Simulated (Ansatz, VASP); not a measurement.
Two plane-wave programs on Ru

INCAR

```
SYSTEM = Ru
ALGO = Normal
EDIFF = 1E-8
ENCUT = 520
GGA = PE
ISIF = 2
ISMEAR = -1
LASPH = .TRUE.
LCHARG = .FALSE.
LEFG = .TRUE.
LREAL = .FALSE.
LWAVE = .FALSE.
NBANDS = 13
NELM = 60
PREC = Accurate
SIGMA = 0.05
```

KPOINTS

```
k-points
0
G
  16 16 16
  0 0 0
```

The input POSCAR:

```
Ru
1.0
    0.0000000000      1.9525585549      1.9525585549
    1.9525585549      0.0000000000      1.9525585549
    1.9525585549      1.9525585549      0.0000000000
Ru
1
Direct
    0.0000000000      0.0000000000      0.0000000000
```

Input for Ansatz:

```yaml
crystal:
  lattice:
    - [0.0, 1.9525585549, 1.9525585549]
    - [1.9525585549, 0.0, 1.9525585549]
    - [1.9525585549, 1.9525585549, 0.0]
  atoms:
    - { symbol: Ru, position: [0.0, 0.0, 0.0] }
kpoints:
  mp_grid: { grid: [16, 16, 16] }
scf:
  occupations: { method: fermi_dirac, width: 0.05 }
hamiltonian:
  xc: pbe
  pseudopotentials: { kind: paw }
output:
  forces: true
  stress: true
  eigenvalues: true
  efg: { contact_densities: true }
```

Change from the starting cell: volume scaled by 1.06, PAW files.

Alike in both runs: task electric field gradients; functional PBE; k mesh 16 × 16 × 16; occupations fermi-dirac, width 0.05 eV; no spin polarisation.

|  | VASP | Ansatz |
| --- | --- | --- |
| version | VASP 6.6.1 | Ansatz 0.2.0 |
| potentials or method | VASP PAW PBE potentials, release 64 (Ru_pv) | PAW with Ansatz's default frozen-core files, scalar-relativistic |
| plane-wave cutoff (eV) | 520 | 420 |
| valence electrons in the cell | 14 | 16 |

|  | VASP | Ansatz | Ansatz less VASP |
| --- | --- | --- | --- |
| pressure (GPa) | -18.9 | -18.8 | +0.11 |

VASP's potentials hold 14 valence electrons a cell and Ansatz's 16, so a difference there can come from the potentials and not from the codes.
